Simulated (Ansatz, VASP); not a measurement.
# MgBe2SeO2 in VASP and in Ansatz

```
CELL_PARAMETERS angstrom
-1.85146 1.85146 4.98150
1.85146 -1.85146 4.98150
1.85146 1.85146 -4.98150
ATOMIC_POSITIONS crystal
Mg 0.50000 0.50000 0.00000
Be 0.14646 0.14646 0.00000
Be 0.85354 0.85354 0.00000
Se 0.00000 0.00000 0.00000
O 0.25000 0.75000 0.50000
O 0.75000 0.25000 0.50000
```

Change from the starting cell: species swapped into the CeB2Ir2C type (I4/mmm, No. 139).

Alike in both runs: task relaxation of cell and atoms; functional PBE; k mesh 6 × 6 × 6; occupations gaussian, width 0.1 eV; no spin polarisation.

|  | VASP | Ansatz |
| --- | --- | --- |
| version | VASP 6.6.1 | Ansatz 0.2.0 |
| potentials or method | VASP PAW PBE potentials, release 64 (Mg, Be, Se, O), cutoff 600 eV | scalar-relativistic, plane waves, PAW |
| valence electrons in the cell | 24 | 42 |

Ansatz gave:

| Item | Value |
| --- | --- |
| gap on the k mesh at the Fermi level, each at its own relaxed structure (eV) | 1.91 |
| relaxed volume (Å³/atom) | 15.14 |
| relaxed length of the cell vector where the two differ most in proportion (Å) | 7.912 |

**Question.** Estimate VASP's values.

**Answer.** gap on the k mesh at the Fermi level, each at its own relaxed structure (eV): 1.77; relaxed volume (Å³/atom): 13.00; relaxed length of the cell vector where the two differ most in proportion (Å): 6.883.

One of these differences is far larger than is usual between the two programs; its cause wasn't traced. VASP's potentials hold 24 valence electrons a cell and Ansatz's 42, so a difference there can come from the potentials and not from the codes.
